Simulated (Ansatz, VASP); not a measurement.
# Two plane-wave programs on Ir

POSCAR

```
Ir
1.0
    0.0000000000      2.0732760000      1.7661240000
    2.0732760000      0.0000000000      1.7661240000
    2.0732760000      2.0732760000      0.0000000000
Ir
1
Direct
    0.0000000000      0.0000000000      0.0000000000
```

The input INCAR.step1:

```
PREC = Accurate
ENCUT = 520
ISMEAR = 0
SIGMA = 0.15
LREAL = False
LASPH = True
NELM = 60
NBANDS = 10
GGA = PE
ALGO = Normal
EDIFF = 1E-4
LWAVE = True
LCHARG = False
```

Contents of INCAR.step2:

```
PREC = Accurate
ENCUT = 520
EDIFF = 1E-6
ISMEAR = 0
SIGMA = 0.15
LREAL = False
LASPH = True
NELM = 60
ALGO = Normal
ISIF = 2
LWAVE = False
LCHARG = True
METAGGA = R2SCAN
LMIXTAU = True
LELF = True
LVHAR = True
NBANDS = 10
ISTART = 1
```

The input KPOINTS:

```
Automatic mesh
0
Gamma
  22 22 22
```

Input for Ansatz:

```yaml
crystal:
  lattice:
    - [0.0, 2.073276, 1.766124]
    - [2.073276, 0.0, 1.766124]
    - [2.073276, 2.073276, 0.0]
  atoms:
    - { symbol: Ir, position: [0.0, 0.0, 0.0] }
basis:
  ecutwfc: 500
kpoints:
  mp_grid: { grid: [22, 22, 22] }
hamiltonian:
  xc: r2scan
scf:
  occupations: { method: gaussian, width: 0.15 }
output:
  forces: true
  stress: true
  eigenvalues: true
```

Change from the starting cell: strain +0.080 along x and y, -0.080 along z, atoms carried along.

Alike in both runs: task single point; functional r2SCAN; k mesh 22 × 22 × 22; occupations gaussian, width 0.15 eV; no spin polarisation.

|  | VASP | Ansatz |
| --- | --- | --- |
| version | VASP 6.6.1 | Ansatz 0.2.0 |
| potentials or method | VASP PAW PBE potentials, release 64 (Ir), cutoff 520 eV | scalar-relativistic, plane waves, PAW |
| valence electrons in the cell | 9 | 17 |

|  | VASP | Ansatz | Ansatz less VASP |
| --- | --- | --- | --- |
| gap on the k mesh at the Fermi level (eV) | none | none | - |
| pressure (GPa) | -15.1 | -16.9 | -1.83 |
| traceless stress, the component that is largest in VASP (GPa) | 26.57 | 26.64 | +0.074 |

VASP's potentials were made for PBE, not for r2SCAN. A gap of «none» marks a metal or a gap that the smearing closes. VASP's potentials hold 9 valence electrons a cell and Ansatz's 17, so a difference there can come from the potentials and not from the codes.

Neither program's run includes spin-orbit coupling.
